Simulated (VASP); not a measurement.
# Gd (P6_3/mmc) in VASP: a series of runs, part 2 of 2

VASP 6.6.1. The steps go on from the part before.

### Step 4. Single point, PBE, collinear spin, ferromagnetic start

INCAR

```
PREC = Accurate
ENCUT = 520
EDIFF = 1E-6
ISMEAR = -1
SIGMA = 0.05
LREAL = F
LASPH = T
NELM = 150
ALGO = Normal
ISIF = 2
LWAVE = F
LCHARG = F
ISPIN = 2
MAGMOM = 7.372 7.372
LORBIT = 11
LMAXMIX = 6
GGA = PE
NBANDS = 29
```

KPOINTS

```
regular mesh
0
Gamma
  2 2 1
```

POSCAR

```
Gd
1.0
    3.6483276435      0.0000000000      0.0000000000
   -1.8241638217      3.1595444206      0.0000000000
    0.0000000000      0.0000000000      5.8327272018
Gd
2
Direct
    0.3333333333      0.6666666667      0.2500000000
    0.6666666667      0.3333333333      0.7500000000
```

Potentials or basis: VASP PAW PBE potentials, release 64 (Gd).

On the command line:

```bash
> cat potpaw_PBE.64/Gd/POTCAR > POTCAR
> mpirun -np 1 vasp_std > vasp.out
```

OUTCAR:

```text
PREC = Accurate
   ENCUT = 520
   EDIFF = 1E-6
   ISMEAR = -1
   LREAL = F
   LASPH = T
   NELM = 150
   ISIF = 2
   ISPIN = 2
   LORBIT = 11
   GGA = PE

 ion  position               nearest neighbor table
   1  0.333  0.667  0.250-
   2  0.667  0.333  0.750-

  LATTYP: Found a hexagonal cell.
 ALAT       =     3.6483276435
 C/A-ratio  =     1.5987399630

  Lattice vectors:

 A1 = (   3.6483276435,   0.0000000000,   0.0000000000)
 A2 = (  -1.8241638217,   3.1595444206,   0.0000000000)
 A3 = (   0.0000000000,   0.0000000000,   5.8327272018)

Analysis of symmetry for initial positions (statically):
=====================================================================
 Subroutine PRICEL returns:
 Original cell was already a primitive cell.

 Routine SETGRP: Setting up the symmetry group for a
 hexagonal supercell.

 Subroutine GETGRP returns: Found 24 space group operations
 (whereof 12 operations were pure point group operations)
 out of a pool of 24 trial point group operations.

The static configuration has the point symmetry D_3d.
 The point group associated with its full space group is D_6h.

Analysis of symmetry for dynamics (positions and initial velocities):
=====================================================================
 Subroutine PRICEL returns:
 Original cell was already a primitive cell.

 Routine SETGRP: Setting up the symmetry group for a
 hexagonal supercell.

 Subroutine GETGRP returns: Found 24 space group operations
 (whereof 12 operations were pure point group operations)
 out of a pool of 24 trial point group operations.

The dynamic configuration has the point symmetry D_3d.
 The point group associated with its full space group is D_6h.

Analysis of structural, dynamic, and magnetic symmetry:
=====================================================================
 Subroutine PRICEL returns:
 Original cell was already a primitive cell.

 Routine SETGRP: Setting up the symmetry group for a
 hexagonal supercell.

 Subroutine GETGRP returns: Found 24 space group operations
 (whereof 12 operations were pure point group operations)
 out of a pool of 24 trial point group operations.

The overall configuration has the point symmetry D_3d.
 The point group associated with its full space group is D_6h.

 Subroutine INISYM returns: Found 24 space group operations
 (whereof 12 operations are pure point group operations),
 and found     1 'primitive' translations

----------------------------------------------------------------------------------------

                                     Primitive cell

  volume of cell :      67.2342

  direct lattice vectors                    reciprocal lattice vectors
     3.648327644  0.000000000  0.000000000     0.274098189  0.158250663  0.000000000
    -1.824163822  3.159544421  0.000000000     0.000000000  0.316501326  0.000000000
     0.000000000  0.000000000  5.832727202     0.000000000  0.000000000  0.171446386

  length of vectors
     3.648327644  3.648327643  5.832727202     0.316501326  0.316501326  0.171446386

[... 46 lines left out ...]
   NGXF,Y,Z  is equivalent  to a cutoff of  25.52, 25.52, 27.36 a.u.
 SYSTEM =  unknown system
   PREC   = accura    normal or accurate (medium, high low for compatibility)
   ISTART =      0    job   : 0-new  1-cont  2-samecut
   ICHARG =      2    charge: 1-file 2-atom 10-const
   ISPIN  =      2    spin polarized calculation?
   LNONCOLLINEAR =      F non collinear calculations
   LSORBIT =      F    spin-orbit coupling
   LASPH  =      T    aspherical Exc in radial PAW
   ENCUT  =  520.0 eV  38.22 Ry    6.18 a.u.   6.78  6.78 10.85*2*pi/ulx,y,z
   NELM   =    150;   NELMIN=  2; NELMDL= -5     # of ELM steps
   EDIFF  = 0.1E-05   stopping-criterion for ELM
   LREAL  =      F    real-space projection
   EDIFFG = 0.1E-04   stopping-criterion for IOM
   NSW    =      0    number of steps for IOM
   IBRION =     -1    ionic relax: 0-MD 1-quasi-New 2-CG
   NFREE  =      0    steps in history (QN), initial steepest desc. (CG)
   ISIF   =      2    stress and relaxation
   ISYM   =      2    0-nonsym 1-usesym 2-fastsym
   POTIM  = 0.5000    time-step for ionic-motion
   TEBEG  =    0.0;   TEEND  =   0.0 temperature during run
   PSTRESS=    0.0 pullay stress
   NELECT =      36.0000    total number of electrons
   NUPDOWN=      -1.0000    fix difference up-down
   EMIN   =  10.00;   EMAX   =-10.00  energy-range for DOS
   EFERMI =   0.00;   METHOD = LEGACY
   ISMEAR =    -1;   SIGMA  =   0.05  broadening in eV -4-tet -1-fermi 0-gaus
   EFERMI_NEDOS =   21; number of points for ismear=-14 and -15
   IALGO  =     38    algorithm
   IMIX   =      4    mixing-type and parameters
     AMIX     =   0.40;   BMIX     =  1.00
     AMIX_MAG =   1.60;   BMIX_MAG =  1.00
  volume/ion in A,a.u.               =      33.62       226.86
  Fermi-wavevector in a.u.,A,eV,Ry     =   1.329369  2.512144 24.044529  1.767223
  Thomas-Fermi vector in A             =   2.458537
   LORBIT       =     11    0 simple, 1 ext, 2 COOP (PROOUT), +10 PAW based schemes
   GGA     = PE    functional components
   LHFCALC =     F    Hartree Fock is set to
   AEXX    =    0.0000 exact exchange contribution
   IVDW    =     0    specifies the selected vdW correction
   LEPSILON=     F    determine dielectric tensor
   LRPA    =     F    only Hartree local field effects (RPA)
 spin polarized calculation
  energy-cutoff  :      520.00
  volume of cell :       67.23
 maximum number of plane-waves:      1814
 NGX is ok and might be reduce to    28
   NGX = 13   NGY = 13   NGZ = 21

 number of electron      36.0000010 magnetization      14.3885585

 Free energy of the ion-electron system (eV)
  ---------------------------------------------------
  ext. energy  EPLUGINS =         0.00000000
  ---------------------------------------------------
  free energy    TOTEN  =       -24.87735633 eV

  energy without entropy =      -24.83729633  energy(sigma->0) =      -24.85732633

 E-fermi :   2.8997     XC(G=0):  -9.9194

 val. band max:        2.8808975949   @ k =   0.5000   0.0000   0.0000
 cond. band min:       3.0711028703   @ k =   0.0000   0.0000   0.0000
 fundamental gap:      0.1902052754
 Fermi energy:         2.8996693772

 spin component 1

 k-point     1 :       0.0000    0.0000    0.0000
  band No.  band energies     occupation
      1     -42.4910      1.00000
      2     -42.4285      1.00000
      3     -20.2329      1.00000
      4     -19.5544      1.00000
      5     -19.5463      1.00000
      6     -19.5463      1.00000
[... 53 lines left out ...]
     28       4.0304      0.00000
     29       4.7079      0.00000
 Fermi energy:         2.8996693772

 spin component 2

 k-point     1 :       0.0000    0.0000    0.0000
  band No.  band energies     occupation
      1     -39.3291      1.00000
      2     -39.2489      1.00000
      3     -18.0997      1.00000
      4     -17.3113      1.00000
      5     -17.3113      1.00000
      6     -17.2643      1.00000
[... 53 lines left out ...]
     28       4.9391      0.00000
     29       5.5499      0.00000

------------------------ aborting loop because EDIFF is reached ----------------------------------------

  FORCE on cell =-STRESS in cart. coord.  units (eV):
  Direction    XX          YY          ZZ          XY          YZ          ZX
  --------------------------------------------------------------------------------------
  -------------------------------------------------------------------------------------
  Total       -3.9957092     -3.9957092     -3.3850918     -0.0000000      0.0000000      0.0000000
  in kB      -95.2170004    -95.2170004    -80.6661022     -0.0000000      0.0000000      0.0000000
  external PRESSURE =     -90.3667010 kB  Pullay stress =       0.0000000 kB

 VOLUME and BASIS-vectors are now :
 -----------------------------------------------------------------------------
  energy-cutoff  :      520.00
  volume of cell :       67.23
      direct lattice vectors                 reciprocal lattice vectors
     3.648327644  0.000000000  0.000000000     0.274098189  0.158250663  0.000000000
    -1.824163822  3.159544421  0.000000000     0.000000000  0.316501326  0.000000000
     0.000000000  0.000000000  5.832727202     0.000000000  0.000000000  0.171446386

 POSITION                                       TOTAL-FORCE (eV/Angst)
 -----------------------------------------------------------------------------------
     -0.00000      2.10636      1.45818        -0.000000      0.000000      0.000000
      1.82416      1.05318      4.37455         0.000000     -0.000000     -0.000000
 -----------------------------------------------------------------------------------
    total drift:                               -0.000000      0.000000     -0.000000

  FREE ENERGIE OF THE ION-ELECTRON SYSTEM (eV)
  ---------------------------------------------------
  free  energy   TOTEN  =       -24.8773563314 eV

  energy  without entropy=      -24.8372963318  energy(sigma->0) =      -24.85732633

 total charge

# of ion       s       p       d       f       tot
--------------------------------------------------
    1        2.066   5.533   0.619   6.965  15.182
    2        2.066   5.533   0.619   6.965  15.182
--------------------------------------------------
tot          4.133  11.065   1.237  13.930  30.364

 magnetization (x)

# of ion       s       p       d       f       tot
--------------------------------------------------
    1        0.002  -0.058   0.055   6.850   6.849
    2        0.002  -0.058   0.055   6.850   6.849
--------------------------------------------------
tot          0.003  -0.115   0.109  13.700  13.697
```

OSZICAR:

```text
N       E                     dE             d eps       ncg     rms          rms(c)
DAV:   1     0.266845560329E+03    0.26685E+03   -0.12557E+04   312   0.615E+03
DAV:   2     0.451949334075E+02   -0.22165E+03   -0.19749E+03   346   0.415E+02
[... 24 lines left out ...]
DAV:  27    -0.248772992956E+02   -0.47705E-04   -0.15148E-05   291   0.992E-02    0.899E-01
DAV:  28    -0.248773778164E+02   -0.78521E-04   -0.42837E-05   384   0.104E-01    0.498E-01
DAV:  29    -0.248773546427E+02    0.23174E-04   -0.43041E-05   379   0.135E-01    0.195E-01
DAV:  30    -0.248773585450E+02   -0.39024E-05   -0.91448E-06   400   0.258E-02    0.160E-01
DAV:  31    -0.248773570129E+02    0.15321E-05   -0.44655E-07   146   0.137E-02    0.167E-01
DAV:  32    -0.248773563314E+02    0.68153E-06   -0.73807E-07   146   0.189E-02
   1 F= -.24877356E+02 E0= -.24857326E+02  d E =-.400600E-01  mag=    14.3897
```

Wall time 33 s (1 thread of AMD EPYC 9R45 (Zen 5), shared host); peak memory 0.19 GiB.

What came out:

| Property | Result |
| --- | --- |
| Free energy | -24.8774 eV |
| Pressure | -9.0 GPa |
| Net moment | 14.39 μB per cell |
| Site moments | Gd +6.85 μB |
| Valence electrons inside the program's atomic spheres | Gd 15.18 |

Stress tensor (GPa, compression positive):
```
-9.52  0.00  0.00
 0.00 -9.52  0.00
 0.00  0.00 -8.07
```

Levels at points of the mesh, in eV from the Fermi level:
Spin up:
| k point | band 21 | band 22 | band 23 | band 24 | band 25 | band 26 | band 27 | band 28 | band 29 |
| --- | --- | --- | --- | --- | --- | --- | --- | --- | --- |
| (0.00, 0.00, 0.00) | -4.97 | -4.96 | -4.90 | -2.23 | 1.01 | 1.50 | 1.50 | 1.51 | 2.12 |
| (0.50, 0.00, 0.00) | -5.00 | -4.99 | -1.96 | -1.53 | -1.23 | -0.02 | 1.13 | 1.13 | 1.81 |
Spin down:
```
           k point  band 8  band 9  band 10  band 11  band 12  band 13
(0.00, 0.00, 0.00)  -20.09   -4.35    -1.68     0.17     0.18     0.26
(0.50, 0.00, 0.00)  -20.19   -1.31    -1.01    -0.70     0.18     0.23
```

Caveat: the k points lie up to 1.08 Å⁻¹ apart, too coarse for converged energies, forces and pressures; spin-orbit coupling is left out, which moves the levels of the heavy elements; semilocal functionals describe open f shells poorly, which spoils levels, moments and volumes. The state reached can hang on the start; a lower one may exist.

### Step 5. The runs side by side

| k mesh | cutoff (eV) | gap on the mesh (eV) | pressure (GPa) | moment (μB) |
| --- | --- | --- | --- | --- |
| 14 × 14 × 8 | 600 | none | 0.0 | 15.35 |
| 10 × 10 × 6 | 520 | none | 0.0 | 15.34 |
| 2 × 2 × 1 | 520 | none | -9.0 | 14.39 |

Alike in all rows: task single point; level PBE; potentials or basis VASP PAW PBE potentials, release 64 (Gd); spin collinear, ferromagnetic start; cell as given; smearing fermi-dirac 0.05 eV.

Caveats: some runs use coarse meshes; spin-orbit coupling is left out, which moves the levels of the heavy elements; semilocal functionals describe open f shells poorly, which spoils levels, moments and volumes.

Absolute energies hang on the potentials; compare differences alone.

The gap in the log of VASP goes by the Fermi energy; the results here count the filled bands.